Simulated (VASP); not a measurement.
RbBr:

```
Rb Br
1.0
     4.12608    0.00000    0.00000
     0.00000    4.12608    0.00000
     0.00000    0.00000    4.12608
Rb Br
1 1
Cartesian
  0.0000 0.0000 0.0000
  2.0630 2.0630 2.0630
```

Base run:

```yaml
Program: VASP 6.6.1
Functional: PBE-based screened hybrid
Potentials_or_basis: VASP PAW PBE potentials, release 64 (Rb_sv, Br)
Cutoff: 520 eV
k_mesh: 4 × 4 × 4
Occupations: fermi-dirac, width 0.05 eV
Spin: no spin polarisation
```

Its results: band gap on the k mesh 6.54 eV, indirect (least direct gap 6.71 eV); pressure 0.1 GPa.

Problem. The run is repeated on the same cell with these changes: share of exact exchange from 0.5 to 0.4. What comes out?

Solution. Band gap on the k mesh 6.03 eV, indirect (least direct gap 6.20 eV); pressure 0.2 GPa.

Caveats: the PAW data sets were made with another functional, which shifts forces and pressure a little.

A k mesh can miss the band edges.
